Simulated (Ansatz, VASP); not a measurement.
# SnSe: VASP beside Ansatz

The input POSCAR:

```
SnSe
1.0
    0.0000000000      3.0250500000      3.0100000000
    3.0100000000      0.0000000000      3.0100000000
    3.0100000000      3.0250500000      0.0000000000
Sn Se
1 1
Direct
    0.0000000000      0.0000000000      0.0000000000
    0.5000000000      0.5000000000      0.5000000000
```

File INCAR.step1:

```
PREC     = Accurate       # precision mode
ENCUT    = 520            # plane-wave cutoff, eV
ISMEAR   = 0              # smearing method
SIGMA    = 0.05           # smearing width, eV
LREAL    = False          # projectors in reciprocal space
LASPH    = True           # aspherical terms in the spheres
NELM     = 100            # most SCF steps
NBANDS   = 17             # bands
GGA      = PE             # functional
ALGO     = Normal         # electronic algorithm
EDIFF    = 1E-4           # SCF threshold, eV
LWAVE    = True           # write WAVECAR
LCHARG   = False          # write CHGCAR
```

Contents of INCAR.step2:

```
PREC     = Accurate       # precision mode
ENCUT    = 520            # plane-wave cutoff, eV
EDIFF    = 1E-6           # SCF threshold, eV
ISMEAR   = 0              # smearing method
SIGMA    = 0.05           # smearing width, eV
LREAL    = False          # projectors in reciprocal space
LASPH    = True           # aspherical terms in the spheres
NELM     = 100            # most SCF steps
ALGO     = Normal         # electronic algorithm
ISIF     = 2              # what is computed and relaxed
LWAVE    = False          # write WAVECAR
LCHARG   = True           # write CHGCAR
METAGGA  = R2SCAN         # meta-GGA
LMIXTAU  = True         
LELF     = True           # ELF
LVHAR    = True         
NBANDS   = 17             # bands
ISTART   = 1
```

KPOINTS

```
regular mesh
0
Gamma
  10 10 10
```

Input for Ansatz:

```yaml
crystal:
  lattice:
    - [0.0, 3.02505, 3.01]
    - [3.01, 0.0, 3.01]
    - [3.01, 3.02505, 0.0]
  atoms:
    - { symbol: Sn, position: [0.0, 0.0, 0.0] }
    - { symbol: Se, position: [0.5, 0.5, 0.5] }
basis:
  ecutwfc: 500
kpoints:
  mp_grid: { grid: [10, 10, 10] }
hamiltonian:
  xc: r2scan
scf:
  occupations: { method: gaussian, width: 0.05 }
output:
  forces: true
  stress: true
  eigenvalues: true
```

Change from the starting cell: strain +0.0050 x Voigt [0, 1, 0, 0, 0, 0], atoms carried along.

Alike in both runs: task single point; functional r2SCAN; k mesh 10 × 10 × 10; occupations gaussian, width 0.05 eV; no spin polarisation.

|  | VASP | Ansatz |
| --- | --- | --- |
| version | VASP 6.6.1 | Ansatz 0.2.0 |
| potentials or method | VASP PAW PBE potentials, release 64 (Sn_d, Se), cutoff 520 eV | scalar-relativistic, plane waves, PAW |
| valence electrons in the cell | 20 | 30 |

|  | VASP | Ansatz | Ansatz less VASP |
| --- | --- | --- | --- |
| gap on the k mesh at the Fermi level (eV) | 0.43 | 0.43 | 0.000 |
| least direct gap on the mesh (eV) | 0.43 | 0.43 | 0.000 |
| pressure (GPa) | -0.3 | -0.3 | 0.00 |
| traceless stress, the component that is largest in VASP (GPa) | -0.40 | -0.40 | +0.001 |

VASP's potentials were made for PBE, not for r2SCAN. The functional is the same, so the differences come from potentials, cutoffs and numerics. VASP's potentials hold 20 valence electrons a cell and Ansatz's 30, so a difference there can come from the potentials and not from the codes.
